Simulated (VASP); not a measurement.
A run of VASP 6.6.1 is set up as follows.

File INCAR:

```
SYSTEM = C
PREC = Accurate
ENCUT = 520
EDIFF = 1E-6
ISMEAR = 0
SIGMA = 0.15
LREAL = .False.
LASPH = .True.
NELM = 100
ALGO = Normal
ISIF = 2
LWAVE = .False.
LCHARG = .False.
GGA = PE
NBANDS = 16
```

KPOINTS

```
Automatic mesh
0
Gamma
  21 21 6
  0 0 0
```

The input POSCAR:

```
C
1.0
    1.1430882082     -2.0335216485      0.0000000000
    1.1430882082      2.0335216485      0.0000000000
    0.0000000000      0.0000000000      8.2891136229
C
4
Direct
    0.0833329406      0.9166670594      0.7503043452
    0.5833329406      0.4166670594      0.2496956548
    0.9166670594      0.0833329406      0.2496956548
    0.4166670594      0.5833329406      0.7503043452
```

Potentials or basis: VASP PAW PBE potentials, release 64 (C).

Run with:

```sh
$ cat potpaw_PBE.64/C/POTCAR > POTCAR
$ mpirun -np 1 vasp_std > vasp.out
```

(1) Estimate the pressure.

(2) What does it give for the largest force?

Results:

(1) 55.2 GPa.

(2) 0.751 eV/Å.

Caveat: the stress differs along the axes, from 0 to 96 GPa; this functional lacks dispersion, which binds layers or chains, so the pressure and a relaxed spacing across them are unreliable.
